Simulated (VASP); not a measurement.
A run of VASP 6.6.1:

Contents of INCAR:

```
SYSTEM = Zn8HO8
ALGO = Normal
EDIFF = 1E-7
ENCUT = 520
GGA = PE
ISIF = 2
ISMEAR = -1
ISPIN = 2
LASPH = .True.
LCHARG = .False.
LORBIT = 11
LREAL = Auto
LWAVE = .False.
MAGMOM = 0 0 0 0 0 0 0 0 0 0 0 0 0 0 0 0 1
NBANDS = 90
NELM = 150
PREC = Accurate
SIGMA = 0.02
```

Contents of KPOINTS:

```
k-points
0
Gamma
  2 2 2
  0 0 0
```

File POSCAR:

```
Zn8HO8
1.0
   -3.2533000000     -5.6348810000      0.0000000000
    4.8799500000     -2.8174400000      0.0000000000
    0.0000000000      0.0000000000      5.2073000000
Zn O H
8 8 1
Direct
    0.4915654327      0.3602516055      0.0535018148
    0.4523184444      0.6682092225      0.5144700709
    0.1789292179      0.8539862959      0.0142108194
    0.2333221331      0.1474947275      0.5735793982
    0.0060046170      0.3332687467      0.0122904384
   -0.0568836297      0.6963883825      0.4751406679
    0.7043935526      0.8382880039     -0.0065484992
    0.7268380236      0.2154985486      0.5215754806
    0.4611098066      0.3321813817      0.4168186968
    0.4348477558      0.6670540075      0.8740806176
    0.2138751961      0.8526317228      0.3882242237
    0.2531469583      0.1748917508      0.9546021931
   -0.0268115036      0.3572319666      0.3794864901
   -0.0355220594      0.6732929813      0.8792656463
    0.7110023906      0.8927558842      0.4050659651
    0.7500284844      0.2312662360      0.8933036314
    0.4185104896      0.9488909058      0.7201428763
```

Potentials or basis: VASP PAW PBE potentials, release 64 (Zn, O, H).

The run is started by

```console
$ cat potpaw_PBE.64/Zn/POTCAR potpaw_PBE.64/O/POTCAR potpaw_PBE.64/H/POTCAR > POTCAR
$ mpirun -np 1 vasp_std > vasp.out
```

Hardware: 1 thread of Intel(R) Xeon(R) Platinum 8259CL CPU @ 2.50GHz (Skylake/Cascade Lake), with other jobs on the host.

Estimate the wall time of this run.

Run time: 8.9 min on 1 thread of Intel(R) Xeon(R) Platinum 8259CL CPU @ 2.50GHz (Skylake/Cascade Lake), with other jobs on the host, peak memory 0.43 GiB. Counts: scf iterations 20, k points 8.
